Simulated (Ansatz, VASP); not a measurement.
Two plane-wave programs on Ga2O3

Contents of INCAR:

```
SYSTEM = Ga2O3
PREC = Accurate
ENCUT = 520
EDIFF = 1E-7
ISMEAR = 0
SIGMA = 0.05
LREAL = .False.
LASPH = .True.
NELM = 80
ALGO = Normal
ISIF = 2
LWAVE = .False.
LCHARG = .True.
GGA = PE
LELF = .True.
LVHAR = .True.
NBANDS = 55
```

The input KPOINTS:

```
regular mesh
0
Gamma
  10 10 6
  0 0 0
```

Contents of POSCAR:

```
Ga2O3
1.0
    6.1028819486     -1.5109213945      0.0114924401
    6.1028819486      1.5109213945      0.0114924401
   -1.3746689942      0.0000000000      5.7076941923
Ga O
4 6
Direct
    0.0899134338      0.0899134338      0.7947233208
    0.9100865662      0.9100865662      0.2052766792
    0.6585007301      0.6585007301      0.3141978956
    0.3414992699      0.3414992699      0.6858021044
    0.1634883775      0.1634883775      0.1092060622
    0.8365116225      0.8365116225      0.8907939378
    0.1737013130      0.1737013130      0.5643594347
    0.8262986870      0.8262986870      0.4356405653
    0.4960195697      0.4960195697      0.2566813608
    0.5039804303      0.5039804303      0.7433186392
```

Input for Ansatz:

```yaml
crystal:
  lattice:
    - [6.1028819486, -1.5109213945, 0.0114924401]
    - [6.1028819486, 1.5109213945, 0.0114924401]
    - [-1.3746689942, 0.0, 5.7076941923]
  atoms:
    - { symbol: Ga, position: [0.0899134338, 0.0899134338, 0.7947233208] }
    - { symbol: Ga, position: [0.9100865662, 0.9100865662, 0.2052766792] }
    - { symbol: Ga, position: [0.6585007301, 0.6585007301, 0.3141978956] }
    - { symbol: Ga, position: [0.3414992699, 0.3414992699, 0.6858021044] }
    - { symbol: O, position: [0.1634883775, 0.1634883775, 0.1092060622] }
    - { symbol: O, position: [0.8365116225, 0.8365116225, 0.8907939378] }
    - { symbol: O, position: [0.173701313, 0.173701313, 0.5643594347] }
    - { symbol: O, position: [0.826298687, 0.826298687, 0.4356405653] }
    - { symbol: O, position: [0.4960195697, 0.4960195697, 0.2566813608] }
    - { symbol: O, position: [0.5039804303, 0.5039804303, 0.7433186392] }
basis:
  ecutwfc: 420
kpoints:
  mp_grid: { grid: [10, 10, 6] }
hamiltonian:
  xc: pbe
scf:
  occupations: { method: gaussian, width: 0.05 }
output:
  forces: true
  stress: true
  eigenvalues: true
```

Change from the starting cell: strain -0.0200 x Voigt [1, 1, 0, 0, 0, 0], atoms carried along.

Alike in both runs: task single point; functional PBE; k mesh 10 × 10 × 6; occupations gaussian, width 0.05 eV; no spin polarisation.

```csv
,VASP,Ansatz
version,VASP 6.6.1,Ansatz 0.2.0
potentials or method,"VASP PAW PBE potentials, release 64 (Ga_d, O), cutoff 520 eV","scalar-relativistic, plane waves, PAW"
valence electrons in the cell,88,88
```

|  | VASP | Ansatz | Ansatz less VASP |
| --- | --- | --- | --- |
| gap on the k mesh at the Fermi level (eV) | 2.34 | 2.35 | +0.015 |
| least direct gap on the mesh (eV) | 2.45 | 2.46 | +0.014 |
| pressure (GPa) | 8.7 | 8.1 | -0.63 |
| traceless stress, the component that is largest in VASP (GPa) | -4.55 | -4.54 | +0.016 |
| rms of the force components (eV/Å) | 0.175 | 0.173 | -0.0023 |

Atom by atom the forces differ by 0.009 eV/Å (rms over components).
